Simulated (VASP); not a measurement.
# MoS in VASP: relaxation of the atoms with PBEsol

Aim: the relaxation of the atoms of MoS with PBEsol.

All numbers are computed with VASP 6.6.1; they aren't measurements. Logs are shortened: lines on timing, memory, paths and dates and some standing lists are left out, and cuts for length are marked.

**1. The cell of the first run**

The cell holds a slab with vacuum, 4 atoms: a = 3.120 Å, b = 3.120 Å, c = 21.086 Å, α = 90.00°, β = 90.00°, γ = 120.00°.

**2. Relaxation of the atoms, PBEsol**

INCAR

```
SYSTEM = MoS
ALGO     = Normal         ! electronic algorithm
DIPOL    = 0.5 0.5 0.500
EDIFF    = 1E-6           ! SCF threshold, eV
EDIFFG   = -0.02          ! ionic threshold
ENCUT    = 520            ! plane-wave cutoff, eV
GGA      = PS             ! functional
IBRION   = 2              ! ionic algorithm
IDIPOL   = 3            
ISIF     = 2              ! what is computed and relaxed
ISMEAR   = 0              ! smearing method
LASPH    = .True.         ! aspherical terms in the spheres
LCHARG   = .False.        ! write CHGCAR
LDIPOL   = .True.       
LREAL    = .False.        ! projectors in reciprocal space
LWAVE    = .False.        ! write WAVECAR
NELM     = 100            ! most SCF steps
NSW      = 80             ! ionic steps
PREC     = Accurate       ! precision mode
SIGMA    = 0.1            ! smearing width, eV
```

KPOINTS

```
k-points
0
Gamma
  12 12 1
  0 0 0
```

POSCAR

```
MoS
1.0
    3.1204068979      0.0000000000      0.0000000000
   -1.5602034489      2.7023516437      0.0000000000
    0.0000000000      0.0000000000     21.0860250635
Mo S
2 2
Direct
    0.6666666667      0.3333333333      0.3556858145
    0.3333333333      0.6666666667      0.6443141855
    0.3333333333      0.6666666667      0.4316152661
    0.6666666667      0.3333333333      0.5683847339
```

Potentials or basis: VASP PAW PBE potentials, release 64 (Mo_sv, S).

The run is started by

```bash
> cat potpaw_PBE.64/Mo_sv/POTCAR potpaw_PBE.64/S/POTCAR > POTCAR
> mpirun -np 1 vasp_std > vasp.out
```

OUTCAR:

```text
SYSTEM = MoS
   EDIFF = 1E-6
   EDIFFG = -0.02
   ENCUT = 520
   GGA = PS
   IBRION = 2
   ISIF = 2
   ISMEAR = 0
   LASPH = .True.
   LREAL = .False.
   NELM = 100
   NSW = 80
   PREC = Accurate

 ion  position               nearest neighbor table
   1  0.667  0.333  0.356-   3 2.41   3 2.41   3 2.41
   2  0.333  0.667  0.644-   4 2.41   4 2.41   4 2.41
   3  0.333  0.667  0.432-   1 2.41   1 2.41   1 2.41
   4  0.667  0.333  0.568-   2 2.41   2 2.41   2 2.41

  LATTYP: Found a hexagonal cell.
 ALAT       =     3.1204068979
 C/A-ratio  =     6.7574600856

  Lattice vectors:

 A1 = (   3.1204068979,   0.0000000000,   0.0000000000)
 A2 = (  -1.5602034489,   2.7023516437,   0.0000000000)
 A3 = (   0.0000000000,   0.0000000000,  21.0860250635)

Analysis of symmetry for initial positions (statically):
=====================================================================
 Subroutine PRICEL returns:
 Original cell was already a primitive cell.

 Routine SETGRP: Setting up the symmetry group for a
 hexagonal supercell.

 Subroutine GETGRP returns: Found 12 space group operations
 (whereof 12 operations were pure point group operations)
 out of a pool of 24 trial point group operations.

The static configuration has the point symmetry D_3d.

Analysis of symmetry for dynamics (positions and initial velocities):
=====================================================================
 Subroutine PRICEL returns:
 Original cell was already a primitive cell.

 Routine SETGRP: Setting up the symmetry group for a
 hexagonal supercell.

 Subroutine GETGRP returns: Found 12 space group operations
 (whereof 12 operations were pure point group operations)
 out of a pool of 24 trial point group operations.

The dynamic configuration has the point symmetry D_3d.

 Subroutine INISYM returns: Found 12 space group operations
 (whereof 12 operations are pure point group operations),
 and found     1 'primitive' translations

----------------------------------------------------------------------------------------

                                     Primitive cell

[... 97 lines left out ...]
   TEBEG  =    0.0;   TEEND  =   0.0 temperature during run
   PSTRESS=    0.0 pullay stress
   NELECT =      40.0000    total number of electrons
   NUPDOWN=      -1.0000    fix difference up-down
   EMIN   =  10.00;   EMAX   =-10.00  energy-range for DOS
   EFERMI =   0.00;   METHOD = LEGACY
   ISMEAR =     0;   SIGMA  =   0.10  broadening in eV -4-tet -1-fermi 0-gaus
   EFERMI_NEDOS =   21; number of points for ismear=-14 and -15
   IALGO  =     38    algorithm
   IMIX   =      4    mixing-type and parameters
     AMIX     =   0.40;   BMIX     =  1.00
     AMIX_MAG =   1.60;   BMIX_MAG =  1.00
  volume/ion in A,a.u.               =      44.45       299.97
  Fermi-wavevector in a.u.,A,eV,Ry     =   0.995663  1.881530 13.488056  0.991344
  Thomas-Fermi vector in A             =   2.127698
   LORBIT       =      0    0 simple, 1 ext, 2 COOP (PROOUT), +10 PAW based schemes
   GGA     = PS    functional components
   LHFCALC =     F    Hartree Fock is set to
   AEXX    =    0.0000 exact exchange contribution
   IVDW    =     0    specifies the selected vdW correction
   LEPSILON=     F    determine dielectric tensor
   LRPA    =     F    only Hartree local field effects (RPA)
 conjugate gradient relaxation of ions
 non-spin polarized calculation
 Gauss-broadening in eV      SIGMA  =   0.10
  energy-cutoff  :      520.00
  volume of cell :      177.81
 maximum number of plane-waves:      4816
 NGX is ok and might be reduce to    24
   NGX = 11   NGY = 11   NGZ = 79

 dipolmoment           0.000000      0.000000     -0.000000 electrons x Angstroem

--------------------------------------- Ionic step        1  -------------------------------------------

 number of electron      40.0000006 magnetization

 Free energy of the ion-electron system (eV)
  ---------------------------------------------------
  ext. energy  EPLUGINS =         0.00000000
  ---------------------------------------------------
  free energy    TOTEN  =       -31.14407601 eV

  energy without entropy =      -31.13273112  energy(sigma->0) =      -31.13840356

------------------------ aborting loop because EDIFF is reached ----------------------------------------

  FORCE on cell =-STRESS in cart. coord.  units (eV):
  Direction    XX          YY          ZZ          XY          YZ          ZX
  --------------------------------------------------------------------------------------
  -------------------------------------------------------------------------------------
  Total       -8.9224503     -8.9224503     -5.1705340     -0.0000000      0.0000000      0.0000000
  in kB      -80.3983085    -80.3983085    -46.5905861     -0.0000000      0.0000000      0.0000000
  external PRESSURE =     -69.1290677 kB  Pullay stress =       0.0000000 kB
[... 63 lines left out ...]
--------------------------------------- Ionic step        3  -------------------------------------------

 number of electron      40.0000001 magnetization

 dipolmoment           0.000000      0.000000      0.000000 electrons x Angstroem

 Free energy of the ion-electron system (eV)
  ---------------------------------------------------
  ext. energy  EPLUGINS =         0.00000000
  ---------------------------------------------------
  free energy    TOTEN  =       -31.35270350 eV

  energy without entropy =      -31.33742233  energy(sigma->0) =      -31.34506291

 E-fermi :   0.7739     XC(G=0):  -5.4760

 val. band max:        0.7278178761   @ k =   0.0833   0.0833   0.0000
 cond. band min:       0.8097659313   @ k =   0.0833   0.0000   0.0000
 fundamental gap:      0.0819480552
 Fermi energy:         0.7738746851

 k-point     1 :       0.0000    0.0000    0.0000
  band No.  band energies     occupation
      1     -60.1968      2.00000
      2     -60.1968      2.00000
      3     -34.4049      2.00000
      4     -34.4048      2.00000
      5     -34.0870      2.00000
      6     -34.0870      2.00000
[... 502 lines left out ...]
     23       2.1761      0.00000
     24       2.7890      0.00000

------------------------ aborting loop because EDIFF is reached ----------------------------------------

 vacuum level on the upper side and lower side of the slab       (xc-potential included)        -0.233        -0.233

  FORCE on cell =-STRESS in cart. coord.  units (eV):
  Direction    XX          YY          ZZ          XY          YZ          ZX
  --------------------------------------------------------------------------------------
  -------------------------------------------------------------------------------------
  Total       -6.3286763     -6.3286763     -0.0878067     -0.0000000      0.0000000      0.0000000
  in kB      -57.0263611    -57.0263611     -0.7912071     -0.0000000      0.0000000      0.0000000
  external PRESSURE =     -38.2813098 kB  Pullay stress =       0.0000000 kB
[... 19 lines left out ...]
  FREE ENERGIE OF THE ION-ELECTRON SYSTEM (eV)
  ---------------------------------------------------
  free  energy   TOTEN  =       -31.3527034979 eV

  energy  without entropy=      -31.3374223316  energy(sigma->0) =      -31.34506291

 reached required accuracy - stopping structural energy minimisation

 vacuum level on the upper side and lower side of the slab         4.870         4.870
```

OSZICAR:

```text
N       E                     dE             d eps       ncg     rms          rms(c)
DAV:   1     0.327323162945E+03    0.32732E+03   -0.22542E+04  1168   0.142E+03
DAV:   2    -0.135557385500E+02   -0.34088E+03   -0.33633E+03  1144   0.355E+02
DAV:   3    -0.330615686379E+02   -0.19506E+02   -0.19295E+02  1216   0.728E+01
[... 36 lines left out ...]
DAV:   5    -0.313527222424E+02    0.42225E-03   -0.27396E-03  1096   0.255E-01    0.620E-02
DAV:   6    -0.313527091830E+02    0.13059E-04   -0.23445E-04  1240   0.776E-02    0.372E-02
DAV:   7    -0.313527017508E+02    0.74322E-05   -0.59414E-05  1104   0.377E-02    0.696E-03
DAV:   8    -0.313527029227E+02   -0.11719E-05   -0.23980E-06   712   0.110E-02    0.266E-03
DAV:   9    -0.313527034979E+02   -0.57523E-06   -0.24656E-07   520   0.354E-03
   3 F= -.31352703E+02 E0= -.31345063E+02  d E =-.208627E+00
```

CONTCAR:

```text
MoS
   1.00000000000000
     3.1204068979000001    0.0000000000000000    0.0000000000000000
    -1.5602034489000001    2.7023516437000001    0.0000000000000000
     0.0000000000000000    0.0000000000000000   21.0860250634999993
  Mo              S
     2     2
Direct
     0.6666666667000030    0.3333333332999970    0.3583812070994123
     0.3333333332999970    0.6666666667000030    0.6416187929005877
     0.3333333332999970    0.6666666667000030    0.4287740111700374
     0.6666666667000030    0.3333333332999970    0.5712259888299627

  0.00000000E+00  0.00000000E+00  0.00000000E+00
  0.00000000E+00  0.00000000E+00  0.00000000E+00
  0.00000000E+00  0.00000000E+00  0.00000000E+00
  0.00000000E+00  0.00000000E+00  0.00000000E+00
```

Run time: 2.9 min. Hardware: 1 thread of Intel Xeon Platinum 8259CL at 2.50GHz (Skylake/Cascade Lake), shared host; peak memory 0.33 GiB.

What came out:

| Item | Value |
| --- | --- |
| Free energy | -31.3527 eV |
| Energy gained by relaxing | 52.2 meV/atom |
| Ionic steps | 3 |
| Largest force after relaxing | 0.014 eV/Å |
| Band gap on the k mesh | zero (bands 20 and 21 overlap by 0.16 eV) |

Forces on the atoms (eV/Å):
```
Mo   0.000  0.000  0.003
Mo   0.000  0.000 -0.003
S    0.000  0.000  0.014
S    0.000  0.000 -0.014
```

The path:
```csv
step,energy change (eV),largest force (eV/Å),pressure (GPa)
1,0.0000,1.7796,-6.91
2,-0.1660,0.8605,-2.27
3,-0.2086,0.0145,-3.83
```

Final structure:
```yaml
crystal:
  lattice:
    - [3.12041, 0.00000, 0.00000]
    - [-1.56020, 2.70235, 0.00000]
    - [0.00000, 0.00000, 21.08603]
  atoms:
    - { symbol: Mo, position: [0.66667, 0.33333, 0.35838] }
    - { symbol: Mo, position: [0.33333, 0.66667, 0.64162] }
    - { symbol: S, position: [0.33333, 0.66667, 0.42877] }
    - { symbol: S, position: [0.66667, 0.33333, 0.57123] }
```

Caveat: the PAW data sets were made with another functional, which shifts forces and pressure a little.
